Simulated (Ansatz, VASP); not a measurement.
One calculation of BiTe, two programs

The input INCAR:

```
  PREC = Accurate
  ENCUT = 520
  EDIFF = 1E-6
  ISMEAR = -5
  SIGMA = 0.05
  LREAL = F
  LASPH = T
  NELM = 150
  ALGO = Normal
  ISIF = 2
  LWAVE = F
  LCHARG = T
  LNONCOLLINEAR = T
  MAGMOM = 0 0 0.5 0 0 0
  LORBIT = 11
  GGA = RE
  IVDW = 13
  LVHAR = T
  NBANDS = 33
```

Contents of KPOINTS:

```
Automatic mesh
0
Gamma
  7 7 7
```

POSCAR

```
BiTe
1.0
    0.0000000000      3.2350000000      3.2350000000
    3.2350000000      0.0000000000      3.2350000000
    3.2350000000      3.2350000000      0.0000000000
Bi Te
1 1
Direct
    0.0000000000      0.0000000000      0.0000000000
    0.5000000000      0.5000000000      0.5000000000
```

input.yaml

```yaml
crystal:
  lattice:
    - [0.0, 3.235, 3.235]
    - [3.235, 0.0, 3.235]
    - [3.235, 3.235, 0.0]
  atoms:
    - { symbol: Bi, position: [0.0, 0.0, 0.0], spin: 0.5, spin_axis: [0.0, 0.0, 0.5] }
    - { symbol: Te, position: [0.5, 0.5, 0.5] }
hamiltonian:
  xc: revpbe
  pseudopotentials: { kind: paw }
  dispersion: d4
magnetization:
  noncollinear: true
  spin_orbit: false
kpoints:
  mp_grid: { grid: [7, 7, 7] }
scf:
  occupations: { method: tetrahedron }
output:
  forces: true
  stress: true
```

Alike in both runs: task single point; functional revPBE; dispersion D4; k mesh 7 × 7 × 7; occupations tetrahedron; non-collinear spin.

|  | VASP | Ansatz |
| --- | --- | --- |
| version | VASP 6.6.1 | Ansatz 0.2.0 |
| potentials or method | VASP PAW PBE potentials, release 64 (Bi_d, Te) | Ansatz PAW |
| plane-wave cutoff (eV) | 520 | 420 |
| valence electrons in the cell | 21 | 31 |

```csv
,VASP,Ansatz,Ansatz less VASP
gap on the k mesh at the Fermi level (eV),none,none,-
pressure (GPa),-1.9,-1.8,+0.03
"traceless stress, the component that is largest in VASP (GPa)",-0.08,0.00,+0.080
net moment per atom (μB),0.14,0.00,-0.139
size of the moment on the site where the two differ most (μB),0.13,0.00,-0.129
```

The net moments are unlike, so the other rows may belong to different states. VASP's potentials were made for PBE, not for revPBE. Site moments also hang on the region over which each program counts them. A gap of «none» marks a metal or a gap that the smearing closes. VASP's potentials hold 21 valence electrons a cell and Ansatz's 31, so a difference there can come from the potentials and not from the codes.

Neither program's run includes spin-orbit coupling.
